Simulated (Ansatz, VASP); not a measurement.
# SnTe in VASP and in Ansatz

The input INCAR:

```
SYSTEM = SnTe
PREC = Accurate ; ENCUT = 520
EDIFF = 1E-7 ; ISMEAR = 0
SIGMA = 0.03 ; LREAL = .FALSE.
LASPH = .TRUE. ; NELM = 100
ALGO = Normal ; ISIF = 2
LWAVE = .FALSE. ; LCHARG = .TRUE.
GGA = PS ; LELF = .TRUE.
LVHAR = .TRUE. ; NBANDS = 17
```

File KPOINTS:

```
regular mesh
0
G
  10 10 10
  0 0 0
```

Contents of POSCAR:

```
SnTe
1.0
    0.1640828798      3.2406368767      3.2406368767
    3.2406368767      0.1640828798      3.2406368767
    3.2406368767      3.2406368767      0.1640828798
Sn Te
1 1
Direct
    0.0000000000      0.0000000000      0.0000000000
    0.5000000000      0.5000000000      0.5000000000
```

Input for Ansatz:

```yaml
crystal:
  lattice:
    - [0.1640828798, 3.2406368767, 3.2406368767]
    - [3.2406368767, 0.1640828798, 3.2406368767]
    - [3.2406368767, 3.2406368767, 0.1640828798]
  atoms:
    - { symbol: Sn, position: [0.0, 0.0, 0.0] }
    - { symbol: Te, position: [0.5, 0.5, 0.5] }
basis:
  ecutwfc: 420
kpoints:
  mp_grid: { grid: [10, 10, 10] }
hamiltonian:
  xc: pbesol
scf:
  occupations: { method: gaussian, width: 0.03 }
output:
  forces: true
  stress: true
  eigenvalues: true
  write_density: true
  write_potential: true
  elf: true
  volumetric_format: npy
```

Alike in both runs: task single point; functional PBEsol; k mesh 10 × 10 × 10; occupations gaussian, width 0.03 eV; no spin polarisation.

|  | VASP | Ansatz |
| --- | --- | --- |
| version | VASP 6.6.1 | Ansatz 0.2.0 |
| potentials or method | VASP PAW PBE potentials, release 64 (Sn_d, Te), cutoff 520 eV | scalar-relativistic, plane waves, PAW |
| valence electrons in the cell | 20 | 30 |

```csv
,VASP,Ansatz,Ansatz less VASP
gap on the k mesh at the Fermi level (eV),none,none,-
pressure (GPa),-0.6,-0.6,0.00
"traceless stress, the component that is largest in VASP (GPa)",-0.85,-0.86,-0.010
```

VASP's potentials were made for PBE, not for PBEsol. A gap of «none» marks a metal or a gap that the smearing closes. With one functional, cell and mesh, what is left measures potentials, basis and numerics. VASP's potentials hold 20 valence electrons a cell and Ansatz's 30, so a difference there can come from the potentials and not from the codes.

Neither program's run includes spin-orbit coupling.
